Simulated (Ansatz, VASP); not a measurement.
## GaN in VASP and in Ansatz

```
Ga N
1.0
    -3.61041    3.61041    2.77833
     3.61041   -3.61041    2.77833
     3.61041    3.61041   -2.77833
Ga N
4 4
Direct
  0.24762 0.12500 0.62262
  0.50238 0.62500 0.37738
  0.87500 0.49762 0.12262
  0.37500 0.75238 0.87738
  0.87500 0.75375 0.37875
  0.37500 0.49625 0.62125
  0.24625 0.62500 0.12125
  0.50375 0.12500 0.87875
```

Alike in both runs: functional PBE; k mesh 4 × 4 × 4; occupations gaussian, width 0.1 eV; no spin polarisation.

Ansatz relaxed the structure, and its values are those at the end. VASP's run is a single point on that final structure, the one shown.

|  | VASP | Ansatz |
| --- | --- | --- |
| version | VASP 6.6.1 | Ansatz 0.2.0 |
| potentials or method | VASP PAW PBE potentials, release 64 (Ga_d, N), cutoff 520 eV | scalar-relativistic, plane waves, PAW |
| valence electrons in the cell | 72 | 72 |

|  | VASP | Ansatz | Ansatz less VASP |
| --- | --- | --- | --- |
| gap on the k mesh at the Fermi level (eV) | 1.30 | 1.30 | -0.003 |
| least direct gap on the mesh (eV) | 1.39 | 1.39 | -0.003 |
| pressure (GPa) | -0.2 | 0.0 | +0.19 |
| rms of the force components (eV/Å) | 0.003 | 0.006 | +0.0024 |

The functional is the same, so the differences come from potentials, cutoffs and numerics.
